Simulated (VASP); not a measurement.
# N in VASP: notebook, part 2 of 2

VASP 6.6.1.

**3. Single point, PBE+D3(BJ)**

The input, INCAR:

```
PREC     = Accurate       # precision mode
ENCUT    = 910            # plane-wave cutoff, eV
EDIFF    = 1E-6           # SCF threshold, eV
ISMEAR   = -1             # smearing method
SIGMA    = 0.05           # smearing width, eV
LREAL    = Auto         
LASPH    = T              # aspherical terms in the spheres
NELM     = 120            # most SCF steps
ALGO     = Normal         # electronic algorithm
ISIF     = 2              # what is computed and relaxed
LWAVE    = F              # write WAVECAR
LCHARG   = T              # write CHGCAR
GGA      = PE             # functional
IVDW     = 12             # dispersion correction
LELF     = T              # ELF
LVHAR    = T            
NBANDS   = 78             # bands
GGA_COMPAT= F
```

The input, KPOINTS:

```
Automatic mesh
0
Gamma
  1 1 1
```

The input, POSCAR:

```
N
1.0
    8.8620950000      0.0000000000      0.0000000000
    0.0000000000      8.8620950000      0.0000000000
    0.0000000000      0.0000000000      8.8620950000
N
24
Direct
    0.7480962459      0.5037973527      0.3711537735
    0.8732472401      0.5275276331      0.3598697599
    0.6194923435      0.9189587789      0.6936847326
    0.6604645967      0.8794308795      0.8030268238
    0.2349670140      0.1478092934      0.8536469085
    0.2977738334      0.0919195743      0.7644919175
    0.5340949290      0.3016216820      0.0214283417
    0.6476459573      0.3172951768      0.0727028993
   -0.0161361394      0.0711569894      0.5382361620
   -0.0324753910      0.1513299056      0.4426831353
    0.2429222436      0.5775496652      0.8770386686
    0.2514642418      0.6737007446      0.7985809225
    0.2633801601      0.4580181097      0.2973901769
    0.2186390464      0.3431919879      0.3164150238
    0.2440280769      0.8344866536      0.3649024300
    0.2587762826      0.9482069420      0.4077816814
    0.4876612133      0.7377262374      0.0951580862
    0.5772675648      0.7752907185      0.1729839276
    0.5168078203      0.1331964959      0.3841191050
    0.5499941041      0.2253643185      0.4624075910
    0.8959958114      0.4385757544      0.7806844770
    0.7837537287      0.4340170129      0.7304029126
    0.0007447449      0.9797796119      1.0676595094
   -0.0700285880      0.9999215761      0.9670173926
```

Potentials or basis: VASP PAW PBE potentials, release 64 (N_h).

Command:

```sh
$ cat potpaw_PBE.64/N_h/POTCAR > POTCAR
$ mpirun -np 1 vasp_gam > vasp.out
```

OUTCAR:

```text
PREC = Accurate
   ENCUT = 910
   EDIFF = 1E-6
   ISMEAR = -1
   LREAL = Auto
   LASPH = T
   NELM = 120
   ISIF = 2
   GGA = PE
   IVDW = 12
 IVDW          = 12

 ion  position               nearest neighbor table
   1  0.748  0.504  0.371-   2 1.13
   2  0.873  0.528  0.360-   1 1.13
   3  0.619  0.919  0.694-   4 1.09
   4  0.660  0.879  0.803-   3 1.09
   5  0.235  0.148  0.854-   6 1.09
   6  0.298  0.092  0.764-   5 1.09
[... 16 lines left out ...]
  23  0.001  0.980  0.068-  24 1.10
  24  0.930  1.000  0.967-  23 1.10

  LATTYP: Found a simple cubic cell.
 ALAT       =     8.8620950000

  Lattice vectors:

 A1 = (   8.8620950000,   0.0000000000,   0.0000000000)
 A2 = (   0.0000000000,   8.8620950000,   0.0000000000)
 A3 = (   0.0000000000,   0.0000000000,   8.8620950000)

Analysis of symmetry for initial positions (statically):
=====================================================================
 Subroutine PRICEL returns:
 Original cell was already a primitive cell.

 Routine SETGRP: Setting up the symmetry group for a
 simple cubic supercell.

 Subroutine GETGRP returns: Found  1 space group operations
 (whereof  1 operations were pure point group operations)
 out of a pool of 48 trial point group operations.

The static configuration has the point symmetry C_1 .

Analysis of symmetry for dynamics (positions and initial velocities):
=====================================================================
 Subroutine PRICEL returns:
 Original cell was already a primitive cell.

 Routine SETGRP: Setting up the symmetry group for a
 simple cubic supercell.

 Subroutine GETGRP returns: Found  1 space group operations
 (whereof  1 operations were pure point group operations)
 out of a pool of 48 trial point group operations.

The dynamic configuration has the point symmetry C_1 .

 Subroutine INISYM returns: Found  1 space group operations
 (whereof  1 operations are pure point group operations),
 and found     1 'primitive' translations

----------------------------------------------------------------------------------------

                                     Primitive cell

  volume of cell :     695.9999

  direct lattice vectors                    reciprocal lattice vectors
     8.862095000  0.000000000  0.000000000     0.112840135  0.000000000  0.000000000
     0.000000000  8.862095000  0.000000000     0.000000000  0.112840135  0.000000000
     0.000000000  0.000000000  8.862095000     0.000000000  0.000000000  0.112840135

  length of vectors
     8.862095000  8.862095000  8.862095000     0.112840135  0.112840135  0.112840135

  position of ions in fractional coordinates (direct lattice)
     0.748096246  0.503797353  0.371153773
     0.873247240  0.527527633  0.359869760
     0.619492343  0.918958779  0.693684733
     0.660464597  0.879430879  0.803026824
     0.234967014  0.147809293  0.853646908
     0.297773833  0.091919574  0.764491918
[... 16 lines left out ...]
     0.000744745  0.979779612  0.067659509
     0.929971412  0.999921576  0.967017393

  ion indices of the primitive-cell ions
   primitive index   ion index
                 1           1
                 2           2
                 3           3
                 4           4
                 5           5
                 6           6
[... 16 lines left out ...]
                23          23
                24          24

----------------------------------------------------------------------------------------

 KPOINTS: Automatic mesh

Automatic generation of k-mesh.
 Grid dimensions read from file:
 generate k-points for:    1    1    1

 Generating k-lattice:

  Cartesian coordinates                     Fractional coordinates (reciprocal lattice)
     0.112840135  0.000000000  0.000000000     1.000000000  0.000000000  0.000000000
     0.000000000  0.112840135  0.000000000     0.000000000  1.000000000  0.000000000
     0.000000000  0.000000000  0.112840135     0.000000000  0.000000000  1.000000000

  Length of vectors
     0.112840135  0.112840135  0.112840135

  Shift w.r.t. Gamma in fractional coordinates (k-lattice)
     0.000000000  0.000000000  0.000000000

 Subroutine IBZKPT returns following result:
 ===========================================

 Found      1 irreducible k-points:

 Following reciprocal coordinates:
            Coordinates               Weight
  0.000000  0.000000  0.000000      1.000000
   k-points           NKPTS =      1   k-points in BZ     NKDIM =      1   number of bands    NBANDS=     78
   number of dos      NEDOS =    301   number of ions     NIONS =     24
   total plane-waves  NPLWV = 729000
   dimension x,y,z NGX =    90 NGY =   90 NGZ =   90
   dimension x,y,z NGXF=   180 NGYF=  180 NGZF=  180
   ions per type =              24
   NGX,Y,Z   is equivalent  to a cutoff of  16.88, 16.88, 16.88 a.u.
   NGXF,Y,Z  is equivalent  to a cutoff of  33.77, 33.77, 33.77 a.u.
 SYSTEM =  unknown system
   PREC   = accura    normal or accurate (medium, high low for compatibility)
   ISTART =      0    job   : 0-new  1-cont  2-samecut
   ICHARG =      2    charge: 1-file 2-atom 10-const
   ISPIN  =      1    spin polarized calculation?
   LNONCOLLINEAR =      F non collinear calculations
   LSORBIT =      F    spin-orbit coupling
   LASPH  =      T    aspherical Exc in radial PAW
   ENCUT  =  910.0 eV  66.88 Ry    8.18 a.u.  21.80 21.80 21.80*2*pi/ulx,y,z
   NELM   =    120;   NELMIN=  2; NELMDL= -5     # of ELM steps
   EDIFF  = 0.1E-05   stopping-criterion for ELM
   LREAL  =      T    real-space projection
   EDIFFG = 0.1E-04   stopping-criterion for IOM
   NSW    =      0    number of steps for IOM
   IBRION =     -1    ionic relax: 0-MD 1-quasi-New 2-CG
   NFREE  =      0    steps in history (QN), initial steepest desc. (CG)
   ISIF   =      2    stress and relaxation
   ISYM   =      2    0-nonsym 1-usesym 2-fastsym
   POTIM  = 0.5000    time-step for ionic-motion
   TEBEG  =    0.0;   TEEND  =   0.0 temperature during run
   PSTRESS=    0.0 pullay stress
   NELECT =     120.0000    total number of electrons
   NUPDOWN=      -1.0000    fix difference up-down
   EMIN   =  10.00;   EMAX   =-10.00  energy-range for DOS
   EFERMI =   0.00;   METHOD = LEGACY
   ISMEAR =    -1;   SIGMA  =   0.05  broadening in eV -4-tet -1-fermi 0-gaus
   EFERMI_NEDOS =   21; number of points for ismear=-14 and -15
   IALGO  =     38    algorithm
   IMIX   =      4    mixing-type and parameters
     AMIX     =   0.40;   BMIX     =  1.00
     AMIX_MAG =   1.60;   BMIX_MAG =  1.00
  volume/ion in A,a.u.               =      29.00       195.70
  Fermi-wavevector in a.u.,A,eV,Ry     =   0.911169  1.721859 11.295946  0.830229
  Thomas-Fermi vector in A             =   2.035417
   LORBIT       =      0    0 simple, 1 ext, 2 COOP (PROOUT), +10 PAW based schemes
   GGA     = PE    functional components
   LHFCALC =     F    Hartree Fock is set to
   AEXX    =    0.0000 exact exchange contribution
   IVDW    =    12    specifies the selected vdW correction
   LEPSILON=     F    determine dielectric tensor
   LRPA    =     F    only Hartree local field effects (RPA)
 non-spin polarized calculation
  energy-cutoff  :      910.00
  volume of cell :      696.00
 maximum number of plane-waves:     21754
 NGX is ok and might be reduce to    90
   NGX = 43   NGY = 43   NGZ = 43

 number of electron     120.0000000 magnetization

 Free energy of the ion-electron system (eV)
  ---------------------------------------------------
  ext. energy  EPLUGINS =         0.00000000
  ---------------------------------------------------
  free energy    TOTEN  =      -201.60459531 eV

  energy without entropy =     -201.60459531  energy(sigma->0) =     -201.60459531

 E-fermi :  -5.6122     XC(G=0):  -5.5241

 val. band max:       -6.8356033251   @ k =   0.0000   0.0000   0.0000
 cond. band min:       0.3810203372   @ k =   0.0000   0.0000   0.0000
 fundamental gap:      7.2166236623
 Fermi energy:        -5.6122139314

 k-point     1 :       0.0000    0.0000    0.0000
  band No.  band energies     occupation
      1     -25.5560      2.00000
      2     -25.4520      2.00000
      3     -25.4286      2.00000
      4     -25.3264      2.00000
      5     -25.2384      2.00000
      6     -25.2323      2.00000
[... 64 lines left out ...]
     71       0.8826      0.00000
     72       0.9852      0.00000
 [bands above 72 left out]

------------------------ aborting loop because EDIFF is reached ----------------------------------------

 Edisp (eV)   -0.97776

 E8    (eV) :    -0.2300

  FORCE on cell =-STRESS in cart. coord.  units (eV):
  Direction    XX          YY          ZZ          XY          YZ          ZX
  --------------------------------------------------------------------------------------
  -------------------------------------------------------------------------------------
  Total      -2.93874     0.61145     0.65264    -1.27845     1.64782    -0.67297
  in kB      -6.76491     1.40754     1.50236    -2.94296     3.79324    -1.54915
  external pressure =       -1.29 kB  Pullay stress =        0.00 kB

 VOLUME and BASIS-vectors are now :
 -----------------------------------------------------------------------------
  energy-cutoff  :      910.00
  volume of cell :      696.00
      direct lattice vectors                 reciprocal lattice vectors
     8.862095000  0.000000000  0.000000000     0.112840135  0.000000000  0.000000000
     0.000000000  8.862095000  0.000000000     0.000000000  0.112840135  0.000000000
     0.000000000  0.000000000  8.862095000     0.000000000  0.000000000  0.112840135

 POSITION                                       TOTAL-FORCE (eV/Angst)
 -----------------------------------------------------------------------------------
      6.62970      4.46470      3.28920         3.859619      0.787977     -0.388801
      7.73880      4.67500      3.18920        -3.837357     -0.717984      0.345915
      5.49000      8.14390      6.14750        -0.452213      0.467342     -1.333340
      5.85310      7.79360      7.11650         0.410776     -0.530068      1.255018
      2.08230      1.30990      7.56510        -1.251772      1.182884      1.786033
      2.63890      0.81460      6.77500         1.294106     -1.126702     -1.810383
[... 16 lines left out ...]
      0.00660      8.68290      0.59960        -0.234531      0.007096     -0.238413
      8.24150      8.86140      8.56980         0.233608      0.001299      0.329475
 -----------------------------------------------------------------------------------
    total drift:                                0.020295     -0.041016      0.000612

  FREE ENERGIE OF THE ION-ELECTRON SYSTEM (eV)
  ---------------------------------------------------
  free  energy   TOTEN  =      -202.5823570346 eV

  energy  without entropy=     -202.5823570346  energy(sigma->0) =     -202.58235703
```

Wall time 2.2 min (1 thread of Intel Xeon 6975P-C (Granite Rapids), shared host); peak memory 1.1 GiB.

Results:

| Quantity | Value |
| --- | --- |
| Free energy | -202.5824 eV |
| Pressure | -0.1 GPa |
| Largest force | 3.958 eV/Å |
| Dispersion energy per atom | -0.041 eV |

Forces in eV/Å, atoms in the order of the input:
```
N    3.860  0.788 -0.389
N   -3.837 -0.718  0.346
N   -0.452  0.467 -1.333
N    0.411 -0.530  1.255
N   -1.252  1.183  1.786
N    1.294 -1.127 -1.810
N    1.287  0.174  0.587
N   -1.289 -0.183 -0.602
N   -0.312  1.107 -1.244
N    0.058 -1.084  1.319
N   -0.004 -0.033 -0.003
N   -0.013  0.024 -0.025
N   -0.107 -0.329  0.029
N    0.161  0.386 -0.099
N   -0.330 -2.490 -0.925
N    0.296  2.324  0.929
N    0.130  0.053  0.117
N   -0.077 -0.031 -0.068
N    0.517  0.981  0.709
N   -0.351 -0.965 -0.695
N    1.634  0.058  0.711
N   -1.622 -0.063 -0.685
N   -0.235  0.007 -0.238
N    0.234  0.001  0.329
```

Levels at points of the mesh, in eV from the Fermi level:
```tsv
k point	band 56	band 57	band 58	band 59	band 60	band 61	band 62	band 63	band 64	band 65
(0.00, 0.00, 0.00)	-1.50	-1.48	-1.47	-1.37	-1.22	5.99	6.03	6.15	6.18	6.28
```

Caveat: the k points lie up to 0.71 Å⁻¹ apart; the cutoff is under 1.25 times the usual one of these potentials, so pressure, stress and relaxed cells hold a basis-set (Pulay) error.
